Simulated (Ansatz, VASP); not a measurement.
## One calculation of InSb, two programs

```xyz
2
Lattice="0.0000 3.2256 3.2256 3.2256 0.0000 3.2256 3.2256 3.2256 0.0000" Properties=species:S:1:pos:R:3 pbc="T T T"
In    0.0000    0.0000    0.0000
Sb    4.8384    4.8384    4.8384
```

Alike in both runs: functional LDA; k mesh 12 × 12 × 12; occupations fermi-dirac, width 0.15 eV; no spin polarisation.

Ansatz relaxed the structure, and its values are those at the end. VASP's run is a single point on that final structure, the one shown.

|  | VASP | Ansatz |
| --- | --- | --- |
| version | VASP 6.6.1 | Ansatz 0.2.0 |
| potentials or method | VASP PAW LDA potentials, release 64 (In_d, Sb), cutoff 500 eV | scalar-relativistic, plane waves, PAW |
| valence electrons in the cell | 18 | 28 |

VASP gave:

| Item | Value |
| --- | --- |
| gap on the k mesh at the Fermi level (eV) | none |
| pressure (GPa) | 0.1 |

Problem. Which values does Ansatz return?

Solution. gap on the k mesh at the Fermi level (eV): none; pressure (GPa): 0.0.

Ansatz warns that its potentials were made for another functional, while VASP's fit it. LDA's correlation is that of Perdew and Zunger in VASP and of Perdew and Wang (1992) in Ansatz. A gap of «none» marks a metal or a gap that the smearing closes. VASP's potentials hold 18 valence electrons a cell and Ansatz's 28, so a difference there can come from the potentials and not from the codes.

Spin-orbit coupling is off throughout.
